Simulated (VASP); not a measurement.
TiC:

```
CELL_PARAMETERS angstrom
0.00000 2.16572 2.16572
2.16572 0.00000 2.16572
2.16572 2.16572 0.00000
ATOMIC_POSITIONS crystal
Ti 0.00000 0.00000 0.00000
C 0.50000 0.50000 0.50000
```

```yaml
Program: VASP 6.6.1
Task: relaxation of cell and atoms
Functional: PBE
Potentials_or_basis: VASP PAW PBE potentials, release 64 (Ti_sv, C)
Cutoff: 600 eV
k_mesh: 11 × 11 × 11
Occupations: fermi-dirac, width 0.05 eV
Spin: no spin polarisation
Hubbard_terms: Ti d U = 6.0 eV
```

At the start: pressure 17.7 GPa; volume 10.16 Å³/atom.

**Question.** How do energy, volume and symmetry change on relaxing?

**Answer.** Over 4 steps the energy falls by 36.6 meV/atom and the volume is 10.86 Å³/atom (+6.9 %); space group Fm-3m (No. 225, to 0.05 Å).

The path:
```tsv
step	energy change (eV)	largest force (eV/Å)	pressure (GPa)	volume (Å³)
1	0.0000	0.0000	17.73	20.32
2	0.0534	0.0000	-17.93	23.80
3	-0.0731	0.0000	-0.34	21.74
4	-0.0731	0.0000	-0.02	21.71
```

Final structure:
```cif
data_structure
_symmetry_space_group_name_H-M 'P 1'
_symmetry_Int_Tables_number 1
_cell_length_a 3.1315
_cell_length_b 3.1315
_cell_length_c 3.1315
_cell_angle_alpha 60.000
_cell_angle_beta 60.000
_cell_angle_gamma 60.000
_cell_volume 21.71
loop_
_atom_site_label
_atom_site_type_symbol
_atom_site_fract_x
_atom_site_fract_y
_atom_site_fract_z
_atom_site_occupancy
Ti1 Ti 0.00000 0.00000 0.00000 1
C1 C 0.50000 0.50000 0.50000 1
```

Caveat: U without spin polarisation on a metal has little footing; the U is typed as a test and isn't derived for this compound.
